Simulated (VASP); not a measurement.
# InAs (F-43m) in VASP: settings compared, part 2 of 2

VASP 6.6.1.

## (4) Single point, PBE

INCAR reads:

```
SYSTEM = InAs
ALGO = Normal ; EDIFF = 1E-6
ENCUT = 500 ; GGA = PE
GGA_COMPAT = .FALSE. ; ISIF = 2
ISMEAR = -1 ; LASPH = .TRUE.
LCHARG = .TRUE. ; LELF = .TRUE.
LREAL = .FALSE. ; LVHAR = .TRUE.
LWAVE = .FALSE. ; NBANDS = 16
NELM = 120 ; PREC = Accurate
SIGMA = 0.05
```

KPOINTS reads:

```
k-points
0
G
  5 5 5
  0 0 0
```

POSCAR reads:

```
InAs
1.0
    0.0000000000      3.0180000000      3.0180000000
    3.0180000000      0.0000000000      3.0180000000
    3.0180000000      3.0180000000      0.0000000000
In As
1 1
Direct
    0.0000000000      0.0000000000      0.0000000000
    0.7500000000      0.7500000000      0.7500000000
```

Potentials or basis: VASP PAW PBE potentials, release 64 (In_d, As).

The run is started by

```bash
$ cat potpaw_PBE.64/In_d/POTCAR potpaw_PBE.64/As/POTCAR > POTCAR
$ mpirun -np 1 vasp_std > vasp.out
```

OUTCAR:

```text
SYSTEM = InAs
   EDIFF = 1E-6
   ENCUT = 500
   GGA = PE
   ISIF = 2
   ISMEAR = -1
   LASPH = .TRUE.
   LREAL = .FALSE.
   NELM = 120
   PREC = Accurate

 ion  position               nearest neighbor table
   1  0.000  0.000  0.000-   2 2.61   2 2.61   2 2.61   2 2.61
   2  0.750  0.750  0.750-   1 2.61   1 2.61   1 2.61   1 2.61

  LATTYP: Found a face centered cubic cell.
 ALAT       =     6.0360000000

  Lattice vectors:

 A1 = (   0.0000000000,   3.0180000000,   3.0180000000)
 A2 = (   3.0180000000,   0.0000000000,   3.0180000000)
 A3 = (   3.0180000000,   3.0180000000,   0.0000000000)

Analysis of symmetry for initial positions (statically):
=====================================================================
 Subroutine PRICEL returns:
 Original cell was already a primitive cell.

 Routine SETGRP: Setting up the symmetry group for a
 face centered cubic supercell.

 Subroutine GETGRP returns: Found 24 space group operations
 (whereof 24 operations were pure point group operations)
 out of a pool of 48 trial point group operations.

The static configuration has the point symmetry T_d .

Analysis of symmetry for dynamics (positions and initial velocities):
=====================================================================
 Subroutine PRICEL returns:
 Original cell was already a primitive cell.

 Routine SETGRP: Setting up the symmetry group for a
 face centered cubic supercell.

 Subroutine GETGRP returns: Found 24 space group operations
 (whereof 24 operations were pure point group operations)
 out of a pool of 48 trial point group operations.

The dynamic configuration has the point symmetry T_d .

 Subroutine INISYM returns: Found 24 space group operations
 (whereof 24 operations are pure point group operations),
 and found     1 'primitive' translations

----------------------------------------------------------------------------------------

                                     Primitive cell

  volume of cell :      54.9778

  direct lattice vectors                    reciprocal lattice vectors
     0.000000000  3.018000000  3.018000000    -0.165672631  0.165672631  0.165672631
     3.018000000  0.000000000  3.018000000     0.165672631 -0.165672631  0.165672631
     3.018000000  3.018000000  0.000000000     0.165672631  0.165672631 -0.165672631

  length of vectors
     4.268096531  4.268096531  4.268096531     0.286953414  0.286953414  0.286953414

  position of ions in fractional coordinates (direct lattice)
     0.000000000  0.000000000  0.000000000
     0.750000000  0.750000000  0.750000000

  ion indices of the primitive-cell ions
   primitive index   ion index
                 1           1
                 2           2

----------------------------------------------------------------------------------------

 KPOINTS: k-points

Automatic generation of k-mesh.
 Grid dimensions read from file:
 generate k-points for:    5    5    5

 Generating k-lattice:

  Cartesian coordinates                     Fractional coordinates (reciprocal lattice)
    -0.033134526  0.033134526  0.033134526     0.200000000  0.000000000  0.000000000
     0.033134526 -0.033134526  0.033134526     0.000000000  0.200000000  0.000000000
     0.033134526  0.033134526 -0.033134526     0.000000000  0.000000000  0.200000000

  Length of vectors
     0.057390683  0.057390683  0.057390683

  Shift w.r.t. Gamma in fractional coordinates (k-lattice)
     0.000000000  0.000000000  0.000000000

 Subroutine IBZKPT returns following result:
 ===========================================

 Found     10 irreducible k-points:

 Following reciprocal coordinates:
            Coordinates               Weight
  0.000000  0.000000  0.000000      1.000000
  0.200000  0.000000  0.000000      8.000000
  0.400000  0.000000  0.000000      8.000000
  0.200000  0.200000  0.000000      6.000000
  0.400000  0.200000  0.000000     24.000000
 -0.400000  0.200000  0.000000     24.000000
 -0.200000  0.200000  0.000000     12.000000
  0.400000  0.400000  0.000000      6.000000
 -0.400000  0.400000  0.000000     12.000000
 -0.400000  0.400000  0.200000     24.000000
   k-points           NKPTS =     10   k-points in BZ     NKDIM =     10   number of bands    NBANDS=     16
   number of dos      NEDOS =    301   number of ions     NIONS =      2
   total plane-waves  NPLWV =  32768
   dimension x,y,z NGX =    32 NGY =   32 NGZ =   32
   dimension x,y,z NGXF=    64 NGYF=   64 NGZF=   64
   ions per type =               1   1
   NGX,Y,Z   is equivalent  to a cutoff of  12.46, 12.46, 12.46 a.u.
   NGXF,Y,Z  is equivalent  to a cutoff of  24.93, 24.93, 24.93 a.u.
 SYSTEM =  InAs
   PREC   = accura    normal or accurate (medium, high low for compatibility)
   ISTART =      0    job   : 0-new  1-cont  2-samecut
   ICHARG =      2    charge: 1-file 2-atom 10-const
   ISPIN  =      1    spin polarized calculation?
   LNONCOLLINEAR =      F non collinear calculations
   LSORBIT =      F    spin-orbit coupling
   LASPH  =      T    aspherical Exc in radial PAW
   ENCUT  =  500.0 eV  36.75 Ry    6.06 a.u.   7.78  7.78  7.78*2*pi/ulx,y,z
   NELM   =    120;   NELMIN=  2; NELMDL= -5     # of ELM steps
   EDIFF  = 0.1E-05   stopping-criterion for ELM
   LREAL  =      F    real-space projection
   EDIFFG = 0.1E-04   stopping-criterion for IOM
   NSW    =      0    number of steps for IOM
   IBRION =     -1    ionic relax: 0-MD 1-quasi-New 2-CG
   NFREE  =      0    steps in history (QN), initial steepest desc. (CG)
   ISIF   =      2    stress and relaxation
   ISYM   =      2    0-nonsym 1-usesym 2-fastsym
   POTIM  = 0.5000    time-step for ionic-motion
   TEBEG  =    0.0;   TEEND  =   0.0 temperature during run
   PSTRESS=    0.0 pullay stress
   NELECT =      18.0000    total number of electrons
   NUPDOWN=      -1.0000    fix difference up-down
   EMIN   =  10.00;   EMAX   =-10.00  energy-range for DOS
   EFERMI =   0.00;   METHOD = LEGACY
   ISMEAR =    -1;   SIGMA  =   0.05  broadening in eV -4-tet -1-fermi 0-gaus
   EFERMI_NEDOS =   21; number of points for ismear=-14 and -15
   IALGO  =     38    algorithm
   IMIX   =      4    mixing-type and parameters
     AMIX     =   0.40;   BMIX     =  1.00
     AMIX_MAG =   1.60;   BMIX_MAG =  1.00
  volume/ion in A,a.u.               =      27.49       185.50
  Fermi-wavevector in a.u.,A,eV,Ry     =   1.128331  2.132236 17.321990  1.273130
  Thomas-Fermi vector in A             =   2.265020
   LORBIT       =      0    0 simple, 1 ext, 2 COOP (PROOUT), +10 PAW based schemes
   GGA     = PE    functional components
   LHFCALC =     F    Hartree Fock is set to
   AEXX    =    0.0000 exact exchange contribution
   IVDW    =     0    specifies the selected vdW correction
   LEPSILON=     F    determine dielectric tensor
   LRPA    =     F    only Hartree local field effects (RPA)
 non-spin polarized calculation
  energy-cutoff  :      500.00
  volume of cell :       54.98
 maximum number of plane-waves:      1411
   NGX = 15   NGY = 15   NGZ = 15

 number of electron      17.9999991 magnetization

 Free energy of the ion-electron system (eV)
  ---------------------------------------------------
  ext. energy  EPLUGINS =         0.00000000
  ---------------------------------------------------
  free energy    TOTEN  =        -7.61735548 eV

  energy without entropy =       -7.61576043  energy(sigma->0) =       -7.61655795

 E-fermi :   4.6151     XC(G=0):  -9.1097

 val. band max:        4.5792042063   @ k =   0.0000   0.0000   0.0000
 cond. band min:       5.5999283356   @ k =   0.4000   0.0000   0.0000
 fundamental gap:      1.0207241293
 Fermi energy:         4.6151382891

 k-point     1 :       0.0000    0.0000    0.0000
  band No.  band energies     occupation
      1      -9.8394      2.00000
      2      -9.8394      2.00000
      3      -9.8394      2.00000
      4      -9.7121      2.00000
      5      -9.7121      2.00000
      6      -7.3175      2.00000
[... 8 lines left out ...]
     15      14.2650      0.00000
     16      14.2650      0.00000
[... 153 lines left out ...]
 k-point    10 :      -0.4000    0.4000    0.2000
  band No.  band energies     occupation
      1      -9.9930      2.00000
      2      -9.7903      2.00000
      3      -9.7703      2.00000
      4      -9.7280      2.00000
      5      -9.7017      2.00000
      6      -5.4249      2.00000
[... 8 lines left out ...]
     15      15.0247      0.00000
     16      17.2401      0.00000

------------------------ aborting loop because EDIFF is reached ----------------------------------------

  FORCE on cell =-STRESS in cart. coord.  units (eV):
  Direction    XX          YY          ZZ          XY          YZ          ZX
  --------------------------------------------------------------------------------------
  -------------------------------------------------------------------------------------
  Total        1.5619767      1.5619767      1.5619767      0.0000000      0.0000000      0.0000000
  in kB       45.5194956     45.5194956     45.5194956      0.0000000      0.0000000      0.0000000
  external PRESSURE =      45.5194956 kB  Pullay stress =       0.0000000 kB

 VOLUME and BASIS-vectors are now :
 -----------------------------------------------------------------------------
  energy-cutoff  :      500.00
  volume of cell :       54.98
      direct lattice vectors                 reciprocal lattice vectors
     0.000000000  3.018000000  3.018000000    -0.165672631  0.165672631  0.165672631
     3.018000000  0.000000000  3.018000000     0.165672631 -0.165672631  0.165672631
     3.018000000  3.018000000  0.000000000     0.165672631  0.165672631 -0.165672631

 POSITION                                       TOTAL-FORCE (eV/Angst)
 -----------------------------------------------------------------------------------
      0.00000      0.00000      0.00000        -0.000000     -0.000000     -0.000000
      4.52700      4.52700      4.52700         0.000000      0.000000      0.000000
 -----------------------------------------------------------------------------------
    total drift:                                0.000000      0.000000      0.000000

  FREE ENERGIE OF THE ION-ELECTRON SYSTEM (eV)
  ---------------------------------------------------
  free  energy   TOTEN  =        -7.6173554776 eV

  energy  without entropy=       -7.6157604259  energy(sigma->0) =       -7.61655795
```

stdout:

```text
POSCAR found type information on POSCAR InAs
 POSCAR found :  2 types and       2 ions
 scaLAPACK will be used
 LDA part: xc-table for (Slater+PW92), standard interpolation
 POSCAR, INCAR and KPOINTS ok, starting setup
 FFT: planning ... GRIDC
 FFT: planning ... GRID_SOFT
 FFT: planning ... GRID
 WAVECAR not read
 entering main loop
```

Run time: 8.9 s. Hardware: 1 thread of Intel Xeon 6975P-C (Granite Rapids), shared host; peak memory 0.17 GiB.

Results:

- Free energy: -7.6174 eV
- Pressure: 4.6 GPa
- Band gap on the k mesh: zero (filled and empty bands touch)

Levels at points of the mesh, in eV from the Fermi level:
```tsv
k point	band 7	band 8	band 9	band 10	band 11	band 12
(0.00, 0.00, 0.00)	-0.21	-0.04	-0.04	-0.04	3.86	3.86
```

Caveat: the k points lie up to 0.36 Å⁻¹ apart; spin-orbit coupling is left out, which moves the levels of the heavy elements.

## (5) Overview

```tsv
task	level	spin	cell	k mesh	cutoff (eV)	gap on the mesh (eV)	pressure (GPa)
relaxation of cell and atoms	r2SCAN+rVV10	off	relaxed	8 × 8 × 8	600	0.12	0.0
single point	PBE	non-collinear, zero start, SOC	as given	8 × 8 × 8	520	-	4.3
single point	PBE	off	as given	5 × 5 × 5	500	none	4.6
```

Alike in all rows: potentials or basis VASP PAW PBE potentials, release 64 (In_d, As); smearing fermi-dirac 0.05 eV.

Caveats: some runs use coarse meshes; spin-orbit coupling is left out, which moves the levels of the heavy elements (some runs); the PAW data sets were made with another functional, which shifts forces and pressure a little (some runs).

Absolute energies hang on the potentials; compare differences alone.
